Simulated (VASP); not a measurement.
# LaCoPO (P4/nmm) in VASP: single point with PBE+U

Aim: the single point of LaCoPO with PBE+U.

Program: VASP 6.6.1. These are calculated values, not measurements. Logs are shortened: lines on timing, memory, paths and dates and some standing lists are left out, and cuts for length are marked.

### 1 The cell of the first run

It takes space group P4/nmm (No. 129, tetragonal). The conventional cell has a = 4.012 Å, b = 4.012 Å, c = 8.255 Å, α = 90.00°, β = 90.00°, γ = 90.00°. La (site symmetry 4mm) has 4 O at 2.37 Å within 3.1 Å. Within 3.0 Å of Co (site symmetry -4m2) lie 4 P at 2.23 Å and 4 Co at 2.84 Å. Within 3.0 Å of P (site symmetry 4mm) lie 4 Co at 2.23 Å. Within 3.1 Å of O (site symmetry -4m2) lie 4 La at 2.37 Å and 4 O at 2.84 Å.

### 2 Single point, PBE+U, collinear spin, antiferromagnetic start

INCAR reads:

```
PREC = Accurate ; ENCUT = 520
EDIFF = 1E-6 ; ISMEAR = 0
SIGMA = 0.05 ; LREAL = F
LASPH = T ; NELM = 150
ALGO = Normal ; ISIF = 2
LWAVE = F ; LCHARG = F
ISPIN = 2 ; MAGMOM = 0 0 3 -3 0 0 0 0
LORBIT = 11 ; LMAXMIX = 6
LDAU = T ; LDAUTYPE = 2
LDAUL = -1 2 -1 -1 ; LDAUU = 0 3.3 0 0
LDAUJ = 0 0 0 0 ; LDAUPRINT = 1
GGA = PE ; NBANDS = 45
```

KPOINTS reads:

```
regular mesh
0
Gamma
  4 4 2
```

POSCAR reads:

```
LaCoPO
1.0
    4.0122827652      0.0000000000      0.0000000000
    0.0000000000      4.0122827652      0.0000000000
    0.0000000000      0.0000000000      8.2549388174
La Co P O
2 2 2 2
Direct
    0.0000000000      0.5000000000      0.8479185304
    0.5000000000      0.0000000000      0.1520814696
    0.5000000000      0.5000000000      0.5000000000
    0.0000000000      0.0000000000      0.5000000000
    0.5000000000      0.0000000000      0.6187777342
    0.0000000000      0.5000000000      0.3812222658
    0.0000000000      0.0000000000      0.0000000000
    0.5000000000      0.5000000000      0.0000000000
```

Potentials or basis: VASP PAW PBE potentials, release 64 (La, Co, P, O).

The run is started by

```console
$ cat potpaw_PBE.64/La/POTCAR potpaw_PBE.64/Co/POTCAR potpaw_PBE.64/P/POTCAR potpaw_PBE.64/O/POTCAR > POTCAR
$ mpirun -np 1 vasp_std > vasp.out
```

OUTCAR:

```text
PREC = Accurate
   ENCUT = 520
   EDIFF = 1E-6
   ISMEAR = 0
   LREAL = F
   LASPH = T
   NELM = 150
   ISIF = 2
   ISPIN = 2
   LORBIT = 11
   GGA = PE

 ion  position               nearest neighbor table
   1  0.000  0.500  0.848-   7 2.37   8 2.37   7 2.37   8 2.37
   2  0.500  0.000  0.152-   7 2.37   8 2.37   8 2.37   7 2.37
   3  0.500  0.500  0.500-   5 2.23   6 2.23   5 2.23   6 2.23   4 2.84   4 2.84   4 2.84   4 2.84

   4  0.000  0.000  0.500-   5 2.23   6 2.23   6 2.23   5 2.23   3 2.84   3 2.84   3 2.84   3 2.84

   5  0.500  0.000  0.619-   3 2.23   4 2.23   3 2.23   4 2.23
   6  0.000  0.500  0.381-   3 2.23   4 2.23   4 2.23   3 2.23
   7  0.000  0.000  0.000-   1 2.37   2 2.37   1 2.37   2 2.37
   8  0.500  0.500  0.000-   1 2.37   2 2.37   2 2.37   1 2.37

  LATTYP: Found a simple tetragonal cell.
 ALAT       =     4.0122827652
 C/A-ratio  =     2.0574170118

  Lattice vectors:

 A1 = (   4.0122827652,   0.0000000000,   0.0000000000)
 A2 = (   0.0000000000,   4.0122827652,   0.0000000000)
 A3 = (   0.0000000000,   0.0000000000,   8.2549388174)

Analysis of symmetry for initial positions (statically):
=====================================================================
 Subroutine PRICEL returns:
 Original cell was already a primitive cell.

 Routine SETGRP: Setting up the symmetry group for a
 simple tetragonal supercell.

 Subroutine GETGRP returns: Found 16 space group operations
 (whereof  8 operations were pure point group operations)
 out of a pool of 16 trial point group operations.

The static configuration has the point symmetry D_2d.
 The point group associated with its full space group is D_4h.

Analysis of symmetry for dynamics (positions and initial velocities):
=====================================================================
 Subroutine PRICEL returns:
 Original cell was already a primitive cell.

 Routine SETGRP: Setting up the symmetry group for a
 simple tetragonal supercell.

 Subroutine GETGRP returns: Found 16 space group operations
 (whereof  8 operations were pure point group operations)
 out of a pool of 16 trial point group operations.

The dynamic configuration has the point symmetry D_2d.
 The point group associated with its full space group is D_4h.

Analysis of structural, dynamic, and magnetic symmetry:
=====================================================================
 Subroutine PRICEL returns:
 Original cell was already a primitive cell.

 Routine SETGRP: Setting up the symmetry group for a
 simple tetragonal supercell.

 Subroutine GETGRP returns: Found 16 space group operations
 (whereof  8 operations were pure point group operations)
 out of a pool of 16 trial point group operations.

The overall configuration has the point symmetry D_2d.
 The point group associated with its full space group is D_4h.

 Subroutine INISYM returns: Found 16 space group operations
 (whereof  8 operations are pure point group operations),
 and found     1 'primitive' translations

----------------------------------------------------------------------------------------

                                     Primitive cell

  volume of cell :     132.8914

  direct lattice vectors                    reciprocal lattice vectors
     4.012282765  0.000000000  0.000000000     0.249234677  0.000000000  0.000000000
     0.000000000  4.012282765  0.000000000     0.000000000  0.249234677  0.000000000
     0.000000000  0.000000000  8.254938817     0.000000000  0.000000000  0.121139602

  length of vectors
[... 156 lines left out ...]
  o =  0.8657  v =  0.0000 -0.9999 -0.0000  0.0152  0.0000  0.0000  0.0000  0.0000  0.0000  0.0000      0.0000  0.0000  0.0000  0.0000  0.0000  0.0000  0.0000  0.0000  0.0000  0.0000
  o =  0.9127  v =  1.0000  0.0000  0.0000  0.0000  0.0000  0.0000  0.0000  0.0000  0.0000  0.0000      0.0000  0.0000  0.0000  0.0000  0.0000  0.0000  0.0000  0.0000  0.0000  0.0000

atom =   4  type =  2  l = 2

 onsite density matrix

spin component  1

  0.2298 -0.0000  0.0000 -0.0000 -0.0000
 -0.0000  0.7411 -0.0000  0.0000  0.0000
  0.0000 -0.0000  0.8276  0.0000 -0.0000
 -0.0000  0.0000  0.0000  0.7411 -0.0000
 -0.0000  0.0000 -0.0000 -0.0000  0.7206

spin component  2

  0.9127 -0.0000  0.0000  0.0000 -0.0000
 -0.0000  0.8657  0.0000  0.0000 -0.0000
  0.0000  0.0000  0.8567 -0.0000 -0.0000
  0.0000  0.0000 -0.0000  0.8657  0.0000
 -0.0000 -0.0000 -0.0000  0.0000  0.8201

 occupancies and eigenvectors

  o =  0.2298  v =  1.0000  0.0000  0.0000  0.0000  0.0000  0.0000  0.0000  0.0000  0.0000  0.0000      0.0000  0.0000  0.0000  0.0000  0.0000  0.0000  0.0000  0.0000  0.0000  0.0000
  o =  0.7206  v =  0.0000  0.0000  0.0000 -0.0000 -1.0000  0.0000  0.0000  0.0000  0.0000  0.0000      0.0000  0.0000  0.0000  0.0000  0.0000  0.0000  0.0000  0.0000  0.0000  0.0000
  o =  0.7411  v =  0.0000  0.2656 -0.0000 -0.9641  0.0000  0.0000  0.0000  0.0000  0.0000  0.0000      0.0000  0.0000  0.0000  0.0000  0.0000  0.0000  0.0000  0.0000  0.0000  0.0000
  o =  0.7411  v =  0.0000 -0.9641 -0.0000 -0.2656 -0.0000  0.0000  0.0000  0.0000  0.0000  0.0000      0.0000  0.0000  0.0000  0.0000  0.0000  0.0000  0.0000  0.0000  0.0000  0.0000
  o =  0.8201  v =  0.0000  0.0000  0.0000  0.0000  0.0000  0.0000  0.0000  0.0000 -0.0000  1.0000      0.0000  0.0000  0.0000  0.0000  0.0000  0.0000  0.0000  0.0000  0.0000  0.0000
  o =  0.8276  v =  0.0000  0.0000 -1.0000  0.0000 -0.0000  0.0000  0.0000  0.0000  0.0000  0.0000      0.0000  0.0000  0.0000  0.0000  0.0000  0.0000  0.0000  0.0000  0.0000  0.0000
  o =  0.8567  v =  0.0000  0.0000  0.0000  0.0000  0.0000  0.0000 -0.0000 -1.0000 -0.0000  0.0000      0.0000  0.0000  0.0000  0.0000  0.0000  0.0000  0.0000  0.0000  0.0000  0.0000
  o =  0.8657  v =  0.0000  0.0000  0.0000  0.0000  0.0000  0.0000 -0.8592  0.0000  0.5116  0.0000      0.0000  0.0000  0.0000  0.0000  0.0000  0.0000  0.0000  0.0000  0.0000  0.0000
  o =  0.8657  v =  0.0000  0.0000  0.0000  0.0000  0.0000  0.0000 -0.5116  0.0000 -0.8592 -0.0000      0.0000  0.0000  0.0000  0.0000  0.0000  0.0000  0.0000  0.0000  0.0000  0.0000
  o =  0.9127  v =  0.0000  0.0000  0.0000  0.0000  0.0000  1.0000  0.0000  0.0000  0.0000  0.0000      0.0000  0.0000  0.0000  0.0000  0.0000  0.0000  0.0000  0.0000  0.0000  0.0000

 number of electron      61.9999981 magnetization      -0.0000000

 Free energy of the ion-electron system (eV)
  ---------------------------------------------------
  ext. energy  EPLUGINS =         0.00000000
  ---------------------------------------------------
  free energy    TOTEN  =       -54.61785270 eV

  energy without entropy =      -54.61432544  energy(sigma->0) =      -54.61608907

 E-fermi :   8.3437     XC(G=0): -10.8080

 val. band max:        8.1796606814   @ k =   0.5000   0.2500   0.0000
 cond. band min:       8.3437150859   @ k =   0.5000   0.2500   0.5000
 fundamental gap:      0.1640544045
 Fermi energy:         8.3437128975

 spin component 1

 k-point     1 :       0.0000    0.0000    0.0000
  band No.  band energies     occupation
      1     -23.7278      1.00000
      2     -23.5126      1.00000
      3     -11.0104      1.00000
      4      -9.6166      1.00000
      5      -7.5795      1.00000
      6      -7.5795      1.00000
[... 541 lines left out ...]
     42      11.5226      0.00000
     43      11.5928      0.00000
 Fermi energy:         8.3437128975

 spin component 2

 k-point     1 :       0.0000    0.0000    0.0000
  band No.  band energies     occupation
      1     -23.7278      1.00000
      2     -23.5126      1.00000
      3     -11.0104      1.00000
      4      -9.6166      1.00000
      5      -7.5795      1.00000
      6      -7.5795      1.00000
[... 541 lines left out ...]
     42      11.5226      0.00000
     43      11.5927      0.00000
 [bands above 43 left out]

------------------------ aborting loop because EDIFF is reached ----------------------------------------

  FORCE on cell =-STRESS in cart. coord.  units (eV):
  Direction    XX          YY          ZZ          XY          YZ          ZX
  --------------------------------------------------------------------------------------
  -------------------------------------------------------------------------------------
  Total        0.1276966      0.1276966      0.0300766      0.0000000      0.0000000      0.0000000
  in kB        1.5395468      1.5395468      0.3626126      0.0000000      0.0000000      0.0000000
  external PRESSURE =       1.1472354 kB  Pullay stress =       0.0000000 kB

 VOLUME and BASIS-vectors are now :
 -----------------------------------------------------------------------------
  energy-cutoff  :      520.00
  volume of cell :      132.89
      direct lattice vectors                 reciprocal lattice vectors
     4.012282765  0.000000000  0.000000000     0.249234677  0.000000000  0.000000000
     0.000000000  4.012282765  0.000000000     0.000000000  0.249234677  0.000000000
     0.000000000  0.000000000  8.254938817     0.000000000  0.000000000  0.121139602

 POSITION                                       TOTAL-FORCE (eV/Angst)
 -----------------------------------------------------------------------------------
      0.00000      2.00614      6.99952         0.000000     -0.000000     -0.029261
      2.00614      0.00000      1.25542        -0.000000     -0.000000      0.029261
      2.00614      2.00614      4.12747        -0.000000     -0.000000      0.000000
      0.00000      0.00000      4.12747        -0.000000      0.000000      0.000000
      2.00614      0.00000      5.10797        -0.000000     -0.000000      0.274917
      0.00000      2.00614      3.14697        -0.000000     -0.000000     -0.274917
      0.00000      0.00000      0.00000        -0.000000      0.000000      0.000000
      2.00614      2.00614      0.00000        -0.000000     -0.000000      0.000000
 -----------------------------------------------------------------------------------
    total drift:                                0.000000      0.000000      0.000000

  FREE ENERGIE OF THE ION-ELECTRON SYSTEM (eV)
  ---------------------------------------------------
  free  energy   TOTEN  =       -54.6178526965 eV

  energy  without entropy=      -54.6143254397  energy(sigma->0) =      -54.61608907

 total charge

# of ion       s       p       d       f       tot
--------------------------------------------------
    1        2.018   5.680   0.668   0.238   8.604
    2        2.018   5.680   0.668   0.238   8.604
    3        0.444   0.519   7.546   0.000   8.510
    4        0.444   0.519   7.546   0.000   8.510
    5        1.031   1.461   0.000   0.000   2.492
    6        1.031   1.461   0.000   0.000   2.492
    7        1.571   3.467   0.000   0.000   5.037
    8        1.571   3.467   0.000   0.000   5.037
--------------------------------------------------
tot         10.128  22.254  16.428   0.476  49.286

 magnetization (x)

# of ion       s       p       d       f       tot
--------------------------------------------------
    1        0.000   0.000   0.000   0.000   0.000
    2        0.000   0.000   0.000   0.000   0.000
    3       -0.003   0.032   1.061   0.000   1.089
    4        0.003  -0.032  -1.061   0.000  -1.089
    5        0.000   0.000   0.000   0.000   0.000
    6        0.000   0.000   0.000   0.000   0.000
    7       -0.000  -0.001   0.000   0.000  -0.001
    8        0.000   0.001   0.000   0.000   0.001
--------------------------------------------------
tot          0.000   0.000   0.000   0.000   0.000
```

It took 5.7 min on 1 thread of AMD EPYC 7R43 (Zen 3), shared host; peak memory 0.31 GiB.

What came out:

```
Free energy                                           : -54.6179 eV
Pressure                                              : 0.1 GPa
Largest force                                         : 0.275 eV/Å
Band gap on the k mesh                                : zero (filled and empty bands overlap)
Net moment                                            : 0.00 μB per cell
Site moments                                          : La +0.00; Co +1.09, -1.09; P +0.00; O -0.00, +0.00 μB
Valence electrons inside the program's atomic spheres : La 8.60; Co 8.51; P 2.49; O 5.04
```

Forces in eV/Å, atoms in the order of the input:
```
La   0.000  0.000 -0.029
La   0.000  0.000  0.029
Co   0.000  0.000  0.000
Co   0.000  0.000  0.000
P    0.000  0.000  0.275
P    0.000  0.000 -0.275
O    0.000  0.000  0.000
O    0.000  0.000  0.000
```

Stress tensor (GPa, compression positive):
```
0.15 0.00 0.00
0.00 0.15 0.00
0.00 0.00 0.04
```

Eigenvalues of the final occupation matrices:
| site | spin | trace | eigenvalues |
| --- | --- | --- | --- |
| site 3 d | 1 | 4.32 | 0.82 0.86 0.87 0.87 0.91 |
| site 3 d | 2 | 3.26 | 0.23 0.72 0.74 0.74 0.83 |
| site 4 d | 1 | 3.26 | 0.23 0.72 0.74 0.74 0.83 |
| site 4 d | 2 | 4.32 | 0.82 0.86 0.87 0.87 0.91 |

Caveat: the k points lie up to 0.39 Å⁻¹ apart, too coarse for converged energies and pressures of a metal; spin-orbit coupling is left out, which moves the levels of the heavy elements.

The gap in the log of VASP goes by the Fermi energy; the results here count the filled bands.